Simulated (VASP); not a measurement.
Set up this calculation in VASP 6.6.1, as the native input.

```
Task                   : relaxation of cell and atoms
Functional             : PBE
Potentials or basis    : VASP PAW PBE potentials, release 64 (Zr_sv, Ti_sv)
Cutoff                 : 500 eV
k mesh                 : 18 × 18 × 18
Occupations            : gaussian, width 0.1 eV
Spin                   : no spin polarisation
Dipole correction      : no
Further INCAR settings : ALGO = Normal; EDIFF = 1e-07; IBRION = 2; EDIFFG = -0.01; NSW = 100; ISIF = 3
```

The structure of Zr2Ti lies in POSCAR:

```
Zr2Ti
1.0
   -1.4970371604      2.5708313546      4.2665402768
    1.4970371604     -2.5708313546      4.2665402768
    1.4970371604      2.5708313546     -4.2665402768
Zr Ti
2 1
Direct
    0.6856348693      0.1856348693      0.5000000000
    0.3143651307      0.8143651307      0.5000000000
    0.0000000000      0.0000000000      0.0000000000
```

The input as run:

INCAR

```
PREC     = Accurate       # precision mode
ENCUT    = 500            # plane-wave cutoff, eV
EDIFF    = 1E-7           # SCF threshold, eV
ISMEAR   = 0              # smearing method
SIGMA    = 0.1            # smearing width, eV
LREAL    = F              # projectors in reciprocal space
LASPH    = T              # aspherical terms in the spheres
NELM     = 120            # most SCF steps
ALGO     = Normal         # electronic algorithm
ISIF     = 3              # what is computed and relaxed
LWAVE    = F              # write WAVECAR
LCHARG   = F              # write CHGCAR
GGA      = PE             # functional
IBRION   = 2              # ionic algorithm
NSW      = 100            # ionic steps
EDIFFG   = -0.01          # ionic threshold
GGA_COMPAT= F            
NELMIN   = 4            
KPAR     = 4
```

KPOINTS

```
Automatic mesh
0
Gamma
  18 18 18
```

Potentials or basis: VASP PAW PBE potentials, release 64 (Zr_sv, Ti_sv).

Launch:

```sh
$ cat potpaw_PBE.64/Zr_sv/POTCAR potpaw_PBE.64/Ti_sv/POTCAR > POTCAR
$ mpirun -np 4 vasp_std > vasp.out
```

It gave:

The relaxed volume is 21.82 Å³/atom. The relaxed cell is a = 5.209 Å, b = 5.209 Å, c = 5.209 Å, α = 146.69°, β = 121.20°, γ = 69.28° and the space group after relaxing (to 0.05 Å) is Immm (No. 71). The energy gained by relaxing is 0.3 meV/atom and the ionic steps are 7. The pressure after relaxing is 0.0 GPa. The largest force after relaxing is 0.007 eV/Å and the band gap on the k mesh is zero (band 18 reaches 8.82 eV, above the bottom of band 19 at 8.06 eV).

It took 30 min on 4 MPI ranks on Intel(R) Xeon(R) Platinum 8488C (Sapphire Rapids), with other jobs on the host, peak memory 1.2 GiB a rank.
